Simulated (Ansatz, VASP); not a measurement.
**One calculation of Hf2Si, two programs**

```
Hf Si
1.0
    -3.25538    3.25538    2.57153
     3.25538   -3.25538    2.57153
     3.25538    3.25538   -2.57153
Hf Si
4 2
Direct
  0.34326 0.15674 0.50000
  0.84326 0.34326 0.18651
  0.65674 0.84326 0.50000
  0.15674 0.65674 0.81349
  0.25000 0.25000 0.00000
  0.75000 0.75000 0.00000
```

Alike in both runs: functional PBEsol; k mesh 10 × 10 × 10; occupations gaussian, width 0.1 eV; no spin polarisation.

Ansatz relaxed the structure, and its values are those at the end. VASP's run is a single point on that final structure, the one shown.

|  | VASP | Ansatz |
| --- | --- | --- |
| version | VASP 6.6.1 | Ansatz 0.2.0 |
| potentials or method | VASP PAW PBE potentials, release 64 (Hf_pv, Si), cutoff 500 eV | scalar-relativistic, plane waves, PAW |
| valence electrons in the cell | 48 | 112 |

VASP gave:

* gap on the k mesh at the Fermi level (eV): none
* pressure (GPa): -0.2
* rms of the force components (eV/Å): 0.004

Problem. Which values does Ansatz return?

Solution. gap on the k mesh at the Fermi level (eV): none; pressure (GPa): 0.0; rms of the force components (eV/Å): 0.000.

VASP's potentials were made for PBE, not for PBEsol, and Ansatz warns of the same on its side. A gap of «none» marks a metal or a gap that the smearing closes. VASP's potentials hold 48 valence electrons a cell and Ansatz's 112, so a difference there can come from the potentials and not from the codes.

Neither program's run includes spin-orbit coupling.
